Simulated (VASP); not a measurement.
Input of a VASP 6.6.1 run:

Contents of INCAR:

```
SYSTEM = TiO2
PREC = Accurate ; ENCUT = 520
EDIFF = 1E-6 ; ISMEAR = 0
SIGMA = 0.01 ; LREAL = .False.
LASPH = .True. ; NELM = 80
ALGO = Normal ; ISIF = 2
LWAVE = .False. ; LCHARG = .True.
GGA = PE ; LELF = .True.
LVHAR = .True. ; NBANDS = 19
```

The input KPOINTS:

```
regular mesh
0
Gamma
  6 6 6
  0 0 0
```

File POSCAR:

```
TiO2
1.0
    0.0000000000      2.3968272541      2.3968272541
    2.3968272541      0.0000000000      2.3968272541
    2.3968272541      2.3968272541      0.0000000000
Ti O
1 2
Direct
    0.0000000000      0.0000000000      0.0000000000
    0.2500000000      0.2500000000      0.2500000000
    0.7500000000      0.7500000000      0.7500000000
```

Potentials or basis: VASP PAW PBE potentials, release 64 (Ti_sv, O).

Launch:

```bash
$ cat potpaw_PBE.64/Ti_sv/POTCAR potpaw_PBE.64/O/POTCAR > POTCAR
$ mpirun -np 1 vasp_std > vasp.out
```

What does it give for the band gap on the k mesh?

1.13 eV, indirect (least direct gap 1.83 eV).

Estimate the pressure.

6.8 GPa.

A k mesh can miss the band edges. Expect the measured gap to be larger: semilocal functionals such as PBE lack the derivative discontinuity.
